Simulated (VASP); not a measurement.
The system is LiSb2.

```
Li Sb
1.0
     0.00000    2.76432    4.72298
     0.00000   -2.76432    4.72298
     4.87136    2.76432    0.00000
Li Sb
2 4
Direct
  0.00000 0.00000 0.00000
  0.25000 0.25000 0.50000
  0.66700 0.33300 0.66600
  0.33300 0.66700 0.33400
  0.58300 0.91700 0.83400
  0.91700 0.58300 0.16600
```

- Program: VASP 6.6.1
- Task: relaxation of cell and atoms
- Functional: RPBE
- Potentials or basis: VASP PAW PBE potentials, release 64 (Li_sv, Sb)
- Cutoff: 600 eV
- k mesh: 4 × 4 × 4
- Occupations: gaussian, width 0.1229 eV
- Spin: no spin polarisation

At the start: pressure 10.6 GPa; volume 21.20 Å³/atom.

Task: Where does the relaxation end?

Result: Over 19 steps the energy falls by 136.4 meV/atom and the volume is 25.53 Å³/atom (+20.4 %); space group Fddd (No. 70, to 0.05 Å).

The path:
| step | energy change (eV) | largest force (eV/Å) | pressure (GPa) | volume (Å³) |
| --- | --- | --- | --- | --- |
| 1 | 0.0000 | 0.6222 | 10.64 | 127.20 |
| 2 | -0.7527 | 0.2091 | -0.73 | 154.88 |
| 3 | -0.7570 | 0.2340 | -0.09 | 152.34 |
| 4 | -0.7570 | 0.2285 | -0.23 | 152.87 |
| 5 | -0.7683 | 0.2077 | -0.19 | 152.54 |
| 6 | -0.7933 | 0.1282 | 0.01 | 151.54 |
| 7 | -0.7930 | 0.0743 | 0.63 | 149.52 |
| 8 | -0.8024 | 0.0445 | 0.27 | 150.61 |
| 9 | -0.8025 | 0.0336 | 0.30 | 150.50 |
| 10 | -0.8056 | 0.0091 | -0.22 | 152.52 |
| 11 | -0.8056 | 0.0107 | -0.18 | 152.38 |
| 12 | -0.8101 | 0.0021 | -0.18 | 152.53 |
| 13 | -0.8149 | 0.0490 | -0.09 | 152.87 |
| 14 | -0.8154 | 0.0368 | -0.12 | 152.79 |
| 15 | -0.8163 | 0.0234 | 0.24 | 151.61 |
| 16 | -0.8164 | 0.0267 | 0.14 | 151.92 |
| 17 | -0.8176 | 0.0118 | 0.08 | 152.40 |
| 18 | -0.8181 | 0.0086 | -0.01 | 153.04 |
| 19 | -0.8185 | 0.0075 | 0.01 | 153.15 |

Final structure:
```cif
data_structure
_symmetry_space_group_name_H-M 'P 1'
_symmetry_Int_Tables_number 1
_cell_length_a 5.7689
_cell_length_b 5.7689
_cell_length_c 6.0378
_cell_angle_alpha 103.959
_cell_angle_beta 76.041
_cell_angle_gamma 60.327
_cell_volume 153.15
loop_
_atom_site_label
_atom_site_type_symbol
_atom_site_fract_x
_atom_site_fract_y
_atom_site_fract_z
_atom_site_occupancy
Li1 Li 0.00000 0.00000 0.00000 1
Li2 Li 0.25000 0.25000 0.50000 1
Sb1 Sb 0.67965 0.32035 0.64070 1
Sb2 Sb 0.32035 0.67965 0.35930 1
Sb3 Sb 0.57035 0.92965 0.85930 1
Sb4 Sb 0.92965 0.57035 0.14070 1
```

Caveat: the k points lie up to 0.35 Å⁻¹ apart in the final cell; the cutoff is under 1.25 times the usual one of these potentials, so pressure, stress and relaxed cells hold a basis-set (Pulay) error; the volume moved by over 15 % at a fixed basis, so the end points are rough; the PAW data sets were made with another functional, which shifts forces and pressure a little.
